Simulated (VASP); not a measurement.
Set up this calculation in VASP 6.6.1, as the native input.

```
Task                   : single point
Functional             : PBE
Potentials or basis    : VASP PAW PBE potentials, release 64 (Ti_sv, O)
Cutoff                 : 520 eV
k mesh                 : 10 × 10 × 10
Occupations            : gaussian, width 0.05 eV
Spin                   : no spin polarisation
Hubbard terms          : Ti d U = 4.0 eV
Dipole correction      : no
Further INCAR settings : ALGO = Normal; EDIFF = 1e-06; NBANDS = 33
```

The structure of TiO2 lies in POSCAR:

```
TiO2
1.0
   -1.8781406990      1.8781406990      5.0499780814
    1.8781406990     -1.8781406990      5.0499780814
    1.8781406990      1.8781406990     -5.0499780814
Ti O
2 4
Direct
    0.0000000000      0.0000000000      0.0000000000
    0.7500000000      0.2500000000      0.5000000000
    0.2052765759      0.2052765759      0.0000000000
    0.9552765759      0.4552765759      0.5000000000
    0.5447234241      0.0447234241      0.5000000000
    0.7947234241      0.7947234241      0.0000000000
```

This cell differs from its parent crystal: ratio of the length along z to the lengths across it x 1.05, volume and fractional coordinates fixed.

One way to write it, as run:

INCAR

```
PREC = Accurate
ENCUT = 520
EDIFF = 1E-6
ISMEAR = 0
SIGMA = 0.05
LREAL = F
LASPH = T
NELM = 150
ALGO = Normal
ISIF = 2
LWAVE = F
LCHARG = F
LMAXMIX = 4
LDAU = T
LDAUTYPE = 2
LDAUL = 2 -1
LDAUU = 4 0
LDAUJ = 0 0
LDAUPRINT = 1
GGA = PE
NBANDS = 33
```

KPOINTS

```
Automatic mesh
0
Gamma
  10 10 10
```

Potentials or basis: VASP PAW PBE potentials, release 64 (Ti_sv, O).

Run with:

```sh
$ cat potpaw_PBE.64/Ti_sv/POTCAR potpaw_PBE.64/O/POTCAR > POTCAR
$ mpirun -np 1 vasp_std > vasp.out
```

It gave:

```
Pressure               : 4.5 GPa
Largest force          : 0.387 eV/Å
Band gap on the k mesh : 2.69 eV (least direct gap 3.03 eV)
```

Caveat: the cell stands under pressure.

It took 13 min on 1 thread of Intel Xeon 8259CL, on a shared host, peak memory 0.38 GiB.
